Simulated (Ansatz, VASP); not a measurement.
**Two plane-wave programs on WC**

POSCAR

```
WC
1.0
    0.0000000000      2.1169430132      2.1824154775
    2.1824154775      0.0000000000      2.1824154775
    2.1824154775      2.1169430132      0.0000000000
W C
1 1
Direct
    0.0000000000      0.0000000000      0.0000000000
    0.5000000000      0.5000000000      0.5000000000
```

File INCAR.step1:

```
  PREC = Accurate
  ENCUT = 520
  ISMEAR = 0
  SIGMA = 0.15
  LREAL = F
  LASPH = T
  NELM = 80
  NBANDS = 16
  GGA = PE
  ALGO = Normal
  EDIFF = 1E-4
  LWAVE = T
  LCHARG = F
```

Contents of INCAR.step2:

```
  PREC = Accurate
  ENCUT = 520
  EDIFF = 1E-7
  ISMEAR = 0
  SIGMA = 0.15
  LREAL = F
  LASPH = T
  NELM = 80
  ALGO = Normal
  ISIF = 2
  LWAVE = F
  LCHARG = F
  METAGGA = R2SCAN
  LMIXTAU = T
  NBANDS = 16
  ISTART = 1
```

File KPOINTS:

```
regular mesh
0
Gamma
  24 24 24
```

Input for Ansatz:

```yaml
crystal:
  lattice:
    - [0.0, 2.1169430132, 2.1824154775]
    - [2.1824154775, 0.0, 2.1824154775]
    - [2.1824154775, 2.1169430132, 0.0]
  atoms:
    - { symbol: W, position: [0.0, 0.0, 0.0] }
    - { symbol: C, position: [0.5, 0.5, 0.5] }
basis:
  ecutwfc: 500
kpoints:
  mp_grid: { grid: [24, 24, 24] }
hamiltonian:
  xc: r2scan
scf:
  occupations: { method: gaussian, width: 0.15 }
output:
  forces: true
  stress: true
  eigenvalues: true
```

Change from the starting cell: strain -0.0300 x Voigt [0, 1, 0, 0, 0, 0], atoms carried along.

Alike in both runs: task single point; functional r2SCAN; k mesh 24 × 24 × 24; occupations gaussian, width 0.15 eV; no spin polarisation.

|  | VASP | Ansatz |
| --- | --- | --- |
| version | VASP 6.6.1 | Ansatz 0.2.0 |
| potentials or method | VASP PAW PBE potentials, release 64 (W_sv, C), cutoff 520 eV | scalar-relativistic, plane waves, PAW |
| valence electrons in the cell | 18 | 18 |

|  | VASP | Ansatz | Ansatz less VASP |
| --- | --- | --- | --- |
| gap on the k mesh at the Fermi level (eV) | none | none | - |
| pressure (GPa) | 15.1 | 13.3 | -1.89 |
| traceless stress, the component that is largest in VASP (GPa) | 14.60 | 14.56 | -0.045 |

VASP's potentials were made for PBE, not for r2SCAN. A gap of «none» marks a metal or a gap that the smearing closes.

Spin-orbit coupling is off throughout.
